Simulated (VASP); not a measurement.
Crystal: MgCd2TeSe2.

```
Mg Cd Te Se
1.0
     4.00921    0.00000    0.00000
     0.00000    4.00921    0.00000
     0.00000    0.00000   12.13534
Mg Cd Te Se
1 2 1 2
Direct
  0.50000 0.50000 0.50000
  0.00000 0.00000 0.24543
  0.00000 0.00000 0.75457
  0.00000 0.00000 0.00000
  0.50000 0.50000 0.00000
  0.00000 0.00000 0.50000
```

The cell was built from a structure type or drawn by symmetry, and may not be a known phase.

```yaml
Program: VASP 6.6.1
Task: relaxation of cell and atoms
Functional: PBE
Potentials_or_basis: VASP PAW PBE potentials, release 64 (Mg, Cd, Te, Se)
Cutoff: 600 eV
k_mesh: 10 × 10 × 4
Occupations: gaussian, width 0.1 eV
Spin: no spin polarisation
```

At the start: pressure -0.4 GPa; volume 32.51 Å³/atom.

How do energy, volume and symmetry change on relaxing?

Over 7 steps the energy falls by 3.5 meV/atom and the volume is 32.22 Å³/atom (-0.9 %); space group P4/mmm (No. 123, to 0.1 Å) before and after.

Step by step:
```csv
step,energy change (eV),largest force (eV/Å),pressure (GPa),volume (Å³)
1,0.0000,0.1283,-0.45,195.06
2,-0.0163,0.0951,0.01,192.51
3,-0.0181,0.0820,0.22,191.43
4,-0.0204,0.0444,0.09,192.49
5,-0.0212,0.0078,-0.05,193.65
6,-0.0212,0.0107,-0.04,193.55
7,-0.0213,0.0077,0.00,193.34
```

Final structure:
```yaml
crystal:
  lattice:
    - [3.95874, 0.00000, 0.00000]
    - [0.00000, 3.95874, 0.00000]
    - [0.00000, 0.00000, 12.33714]
  atoms:
    - { symbol: Mg, position: [0.50000, 0.50000, 0.50000] }
    - { symbol: Cd, position: [0.00000, 0.00000, 0.24705] }
    - { symbol: Cd, position: [0.00000, 0.00000, 0.75295] }
    - { symbol: Te, position: [0.00000, 0.00000, 0.00000] }
    - { symbol: Se, position: [0.50000, 0.50000, 0.00000] }
    - { symbol: Se, position: [0.00000, 0.00000, 0.50000] }
```
